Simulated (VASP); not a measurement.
## Cu3Au: single point with PBEsol

The system is Cu3Au.

```
CELL_PARAMETERS angstrom
3.71284 0.00000 0.00000
0.00000 3.71284 0.00000
0.00000 0.00000 3.71284
ATOMIC_POSITIONS crystal
Cu 0.00000 0.50000 0.50000
Cu 0.50000 0.50000 0.00000
Cu 0.50000 0.00000 0.50000
Au 0.00000 0.00000 0.00000
```

```
Program                : VASP 6.6.1
Task                   : single point
Functional             : PBEsol
Potentials or basis    : VASP PAW PBE potentials, release 64 (Cu, Au)
Cutoff                 : 600 eV
k mesh                 : 12 × 12 × 12
Occupations            : gaussian, width 0.1 eV
Spin                   : no spin polarisation
Dipole correction      : no
Further INCAR settings : ALGO = Normal; EDIFF = 1e-06; NBANDS = 30
```

- Pressure: 0.5 GPa
- Band gap on the k mesh: zero (band 22 reaches 9.67 eV, above the bottom of band 23 at 7.29 eV)

Levels at points of the mesh, in eV from the Fermi level:
| k point | band 19 | band 20 | band 21 | band 22 | band 23 | band 24 | band 25 | band 26 |
| --- | --- | --- | --- | --- | --- | --- | --- | --- |
| (0.00, 0.00, 0.00) | -1.43 | -1.43 | -1.43 | 1.14 | 1.14 | 1.14 | 6.11 | 7.72 |
| (0.50, 0.00, 0.00) | -2.06 | -2.01 | -1.59 | -1.43 | 5.81 | 5.81 | 6.62 | 6.62 |
| (0.50, 0.50, 0.00) | -2.33 | -2.24 | -0.56 | -0.56 | -0.44 | 0.34 | 8.63 | 9.58 |
| (0.50, 0.50, 0.50) | -1.65 | -1.65 | -1.25 | -1.22 | -1.22 | -1.22 | 2.52 | 4.25 |

Wall time 60 s on 1 thread of Intel(R) Xeon(R) 6975P-C (Granite Rapids) (shared host), peak memory 0.27 GiB.

Caveat: the PAW data sets were made with another functional, which shifts forces and pressure a little; spin-orbit coupling is left out, which moves the levels of the heavy elements.
